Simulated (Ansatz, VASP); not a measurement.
ZnO in VASP and in Ansatz

```
CELL_PARAMETERS angstrom
0.00000 2.14012 2.14012
2.14012 0.00000 2.14012
2.14012 2.14012 0.00000
ATOMIC_POSITIONS crystal
Zn 0.00000 0.00000 0.00000
O 0.50000 0.50000 0.50000
```

Alike in both runs: task single point; functional PBE; k mesh 11 × 11 × 11; occupations fermi-dirac, width 0.05 eV; no spin polarisation.

|  | VASP | Ansatz |
| --- | --- | --- |
| version | VASP 6.6.1 | Ansatz 0.2.0 |
| potentials or method | VASP PAW PBE potentials, release 64 (Zn, O) | Ansatz PAW |
| plane-wave cutoff (eV) | 520 | 420 |
| valence electrons in the cell | 18 | 18 |

Ansatz gave:

* gap on the k mesh at the Fermi level (eV): 0.93
* least direct gap on the mesh (eV): 2.28
* pressure (GPa): 6.2

Task: Estimate VASP's values.

Result: gap on the k mesh at the Fermi level (eV): 0.90; least direct gap on the mesh (eV): 2.24; pressure (GPa): 7.3.

With one functional, cell and mesh, what is left measures potentials, basis and numerics.

Noted on Ansatz's run: odd divisions of the mesh miss points on the zone boundary, where band edges often lie, so the gap on the mesh can be too wide.
